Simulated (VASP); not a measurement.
# CaSe (F-43m) in VASP: notebook, part 2 of 2

VASP 6.6.1. Earlier steps stand in the parts before.

## 3. Single point, r2SCAN

File POSCAR:

```
CaSe
1.0
    0.0000000000      3.2795613675      3.2795613675
    3.2795613675      0.0000000000      3.2795613675
    3.2795613675      3.2795613675      0.0000000000
Ca Se
1 1
Direct
    0.0000000000      0.0000000000      0.0000000000
    0.2500000000      0.2500000000      0.2500000000
```

File INCAR.step1:

```
SYSTEM = CaSe
PREC = Accurate
ENCUT = 520
ISMEAR = 0
SIGMA = 0.01
LREAL = .FALSE.
LASPH = .TRUE.
NELM = 60
NBANDS = 15
GGA = PE
ALGO = Normal
EDIFF = 1E-4
LWAVE = .TRUE.
LCHARG = .FALSE.
```

File INCAR.step2:

```
SYSTEM = CaSe
PREC = Accurate
ENCUT = 520
EDIFF = 1E-6
ISMEAR = 0
SIGMA = 0.01
LREAL = .FALSE.
LASPH = .TRUE.
NELM = 60
ALGO = Normal
ISIF = 2
LWAVE = .FALSE.
LCHARG = .FALSE.
METAGGA = R2SCAN
LMIXTAU = .TRUE.
NBANDS = 15
ISTART = 1
```

File KPOINTS:

```
regular mesh
0
G
  4 4 4
  0 0 0
```

Potentials or basis: VASP PAW PBE potentials, release 64 (Ca_sv, Se).

Command:

```console
$ cat potpaw_PBE.64/Ca_sv/POTCAR potpaw_PBE.64/Se/POTCAR > POTCAR
$ cp INCAR.step1 INCAR
$ mpirun -np 1 vasp_std > vasp.out
$ cp INCAR.step2 INCAR
$ mpirun -np 1 vasp_std > vasp.out
```

Run time: 1.8 min. Hardware: 1 thread of Intel Xeon 8259CL, shared host; peak memory 0.22 GiB.

The run converged. Its results:

* Free energy: -25.3592 eV
* Pressure: 0.2 GPa
* Band gap on the k mesh: 3.68 eV (least direct gap 3.78 eV)

Levels at points of the mesh, in eV from the valence-band top:
| k point | band 6 | band 7 | band 8 | band 9 | band 10 | band 11 |
| --- | --- | --- | --- | --- | --- | --- |
| (0.00, 0.00, 0.00) | -0.09 | -0.09 | -0.09 | 3.68 | 5.94 | 5.94 |
| (0.50, 0.00, 0.00) | -1.23 | -0.02 | -0.02 | 5.61 | 6.06 | 6.06 |
| (0.50, 0.50, 0.00) | -1.24 | -0.05 | -0.05 | 3.89 | 5.55 | 6.70 |

Caveat: the PAW data sets were made with another functional, which shifts forces and pressure a little. A k mesh can miss the band edges.

## 4. Single point, r2SCAN

POSCAR is that of step 3.

File INCAR.step1:

```
SYSTEM = CaSe
  PREC = Accurate
  ENCUT = 520
  ISMEAR = 1
  SIGMA = 0.5
  LREAL = .FALSE.
  LASPH = .TRUE.
  NELM = 80
  NBANDS = 15
  GGA = PE
  ALGO = Normal
  EDIFF = 1E-4
  LWAVE = .TRUE.
  LCHARG = .FALSE.
```

File INCAR.step2:

```
SYSTEM = CaSe
  PREC = Accurate
  ENCUT = 520
  EDIFF = 1E-6
  ISMEAR = 1
  SIGMA = 0.5
  LREAL = .FALSE.
  LASPH = .TRUE.
  NELM = 80
  ALGO = Normal
  ISIF = 2
  LWAVE = .FALSE.
  LCHARG = .FALSE.
  METAGGA = R2SCAN
  LMIXTAU = .TRUE.
  NBANDS = 15
  ISTART = 1
```

KPOINTS is that of step 3.

Command:

```console
$ cat potpaw_PBE.64/Ca_sv/POTCAR potpaw_PBE.64/Se/POTCAR > POTCAR
$ cp INCAR.step1 INCAR
$ mpirun -np 1 vasp_std > vasp.out
$ cp INCAR.step2 INCAR
$ mpirun -np 1 vasp_std > vasp.out
```

It took 1.8 min on 1 thread of Intel Xeon 8259CL, shared host; peak memory 0.22 GiB.

Results (log left out):

```
Free energy            : -25.3129 eV
Pressure               : 0.2 GPa
Band gap on the k mesh : 3.69 eV (least direct gap 3.78 eV)
```

Levels at points of the mesh, in eV from the valence-band top:
```
           k point  band 4  band 5  band 6  band 7  band 8  band 9  band 10  band 11  band 12  band 13
(0.00, 0.00, 0.00)  -20.72  -10.72   -0.09   -0.09   -0.09    3.69     5.95     5.95     7.99     7.99
(0.50, 0.00, 0.00)  -20.73  -10.45   -1.23   -0.02   -0.02    5.61     6.06     6.06     6.40     6.93
(0.50, 0.50, 0.00)  -20.74  -10.36   -1.24   -0.05   -0.05    3.90     5.56     6.70     6.70     6.78
```

Caveat: the PAW data sets were made with another functional, which shifts forces and pressure a little. A k mesh can miss the band edges.

## 5. Single point, r2SCAN

POSCAR is that of step 4.

File INCAR.step1:

```
SYSTEM = CaSe
ALGO = Normal ; EDIFF = 1E-4
ENCUT = 520 ; GGA = PE
ISMEAR = 1 ; LASPH = .True.
LCHARG = .False. ; LREAL = .False.
LWAVE = .True. ; NBANDS = 15
NELM = 80 ; PREC = Accurate
SIGMA = 0.2
```

File INCAR.step2:

```
SYSTEM = CaSe
ALGO = Normal ; EDIFF = 1E-6
ENCUT = 520 ; ISIF = 2
ISMEAR = 1 ; ISTART = 1
LASPH = .True. ; LCHARG = .False.
LMIXTAU = .True. ; LREAL = .False.
LWAVE = .False. ; METAGGA = R2SCAN
NBANDS = 15 ; NELM = 80
PREC = Accurate ; SIGMA = 0.2
```

File KPOINTS:

```
k-points
0
Gamma
  4 4 4
  0 0 0
```

Potentials or basis: VASP PAW PBE potentials, release 64 (Ca_sv, Se).

Command:

```console
$ cat potpaw_PBE.64/Ca_sv/POTCAR potpaw_PBE.64/Se/POTCAR > POTCAR
$ cp INCAR.step1 INCAR
$ mpirun -np 1 vasp_std > vasp.out
$ cp INCAR.step2 INCAR
$ mpirun -np 1 vasp_std > vasp.out
```

OUTCAR:

```text
SYSTEM = CaSe
   EDIFF = 1E-6
   ENCUT = 520
   ISIF = 2
   ISMEAR = 1
   ISTART = 1
   LASPH = .True.
   LREAL = .False.
   METAGGA = R2SCAN
   NELM = 80
   PREC = Accurate

 ion  position               nearest neighbor table
   1  0.000  0.000  0.000-   2 2.84   2 2.84   2 2.84   2 2.84
   2  0.250  0.250  0.250-   1 2.84   1 2.84   1 2.84   1 2.84

  LATTYP: Found a face centered cubic cell.
 ALAT       =     6.5591227350

  Lattice vectors:

[... 312 lines left out ...]

------------------------ aborting loop because EDIFF is reached ----------------------------------------

  FORCE on cell =-STRESS in cart. coord.  units (eV):
  Direction    XX          YY          ZZ          XY          YZ          ZX
  --------------------------------------------------------------------------------------
  -------------------------------------------------------------------------------------
  Total        0.0784739      0.0784739      0.0784739      0.0000000      0.0000000      0.0000000
  in kB        1.7822087      1.7822087      1.7822087      0.0000000      0.0000000      0.0000000
  external PRESSURE =       1.7822087 kB  Pullay stress =       0.0000000 kB

 VOLUME and BASIS-vectors are now :
 -----------------------------------------------------------------------------
  energy-cutoff  :      520.00
  volume of cell :       70.55
      direct lattice vectors                 reciprocal lattice vectors
     0.000000000  3.279561367  3.279561367    -0.152459413  0.152459413  0.152459413
     3.279561367  0.000000000  3.279561367     0.152459413 -0.152459413  0.152459413
     3.279561367  3.279561367  0.000000000     0.152459413  0.152459413 -0.152459413

 POSITION                                       TOTAL-FORCE (eV/Angst)
 -----------------------------------------------------------------------------------
      0.00000      0.00000      0.00000        -0.000000     -0.000000     -0.000000
      1.63978      1.63978      1.63978         0.000000      0.000000      0.000000
 -----------------------------------------------------------------------------------
    total drift:                                0.000000      0.000000      0.000000

  FREE ENERGIE OF THE ION-ELECTRON SYSTEM (eV)
  ---------------------------------------------------
  free  energy   TOTEN  =       -25.3445305473 eV

  energy  without entropy=      -25.3620689972  energy(sigma->0) =      -25.35037670
```

OUTCAR.step1:

```text
SYSTEM = CaSe
   EDIFF = 1E-4
   ENCUT = 520
   GGA = PE
   ISMEAR = 1
   LASPH = .True.
   LREAL = .False.
[... 346 lines left out ...]
      0.00000      0.00000      0.00000        -0.000000     -0.000000     -0.000000
      1.63978      1.63978      1.63978         0.000000      0.000000      0.000000
 -----------------------------------------------------------------------------------
    total drift:                                0.000000      0.000000      0.000000

  FREE ENERGIE OF THE ION-ELECTRON SYSTEM (eV)
  ---------------------------------------------------
  free  energy   TOTEN  =        -8.9517358383 eV

  energy  without entropy=       -8.9692186591  energy(sigma->0) =       -8.95756345
```

OSZICAR.step1:

```text
N       E                     dE             d eps       ncg     rms          rms(c)
DAV:   1     0.111030123614E+03    0.11103E+03   -0.72222E+03   240   0.939E+02
DAV:   2    -0.380628055802E+01   -0.11484E+03   -0.10867E+03   310   0.226E+02
DAV:   3    -0.890295956558E+01   -0.50967E+01   -0.50538E+01   338   0.470E+01
DAV:   4    -0.937916353675E+01   -0.47620E+00   -0.47574E+00   363   0.106E+01
DAV:   5    -0.938198124373E+01   -0.28177E-02   -0.28177E-02   324   0.103E+00    0.437E+00
DAV:   6    -0.898146482119E+01    0.40052E+00   -0.53539E-01   261   0.313E+00    0.253E+00
DAV:   7    -0.893800390076E+01    0.43461E-01   -0.22518E-01   318   0.245E+00    0.103E+00
DAV:   8    -0.895034517344E+01   -0.12341E-01   -0.27986E-02   282   0.128E+00    0.195E-01
DAV:   9    -0.895072821281E+01   -0.38304E-03   -0.24924E-03   324   0.419E-01    0.105E-01
DAV:  10    -0.895158300257E+01   -0.85479E-03   -0.76233E-04   261   0.155E-01    0.284E-02
DAV:  11    -0.895173663387E+01   -0.15363E-03   -0.25024E-04   281   0.995E-02    0.135E-02
DAV:  12    -0.895173583832E+01    0.79555E-06   -0.10904E-05   211   0.211E-02
   1 F= -.89517358E+01 E0= -.89575634E+01  d E =0.174828E-01
```

It took 1.7 min on 1 thread of Intel Xeon 8259CL, shared host; peak memory 0.22 GiB.

Results:

- Free energy: -25.3445 eV
- Pressure: 0.2 GPa
- Band gap on the k mesh: 3.69 eV (least direct gap 3.78 eV)

Caveat: the PAW data sets were made with another functional, which shifts forces and pressure a little.

## 6. Overview

```csv
smearing,gap on the mesh (eV),pressure (GPa)
gaussian 0.01 eV,3.68,0.2
methfessel-paxton 0.5 eV,3.69,0.2
methfessel-paxton 0.2 eV,3.69,0.2
```

Alike in all rows: task single point; level r2SCAN; potentials or basis VASP PAW PBE potentials, release 64 (Ca_sv, Se); no spin polarisation; cell as given; k mesh 4 × 4 × 4; cutoff (eV) 520.

Caveats: the PAW data sets were made with another functional, which shifts forces and pressure a little.

Total energies depend on the potentials used, so only differences within one code and one set of settings carry meaning.
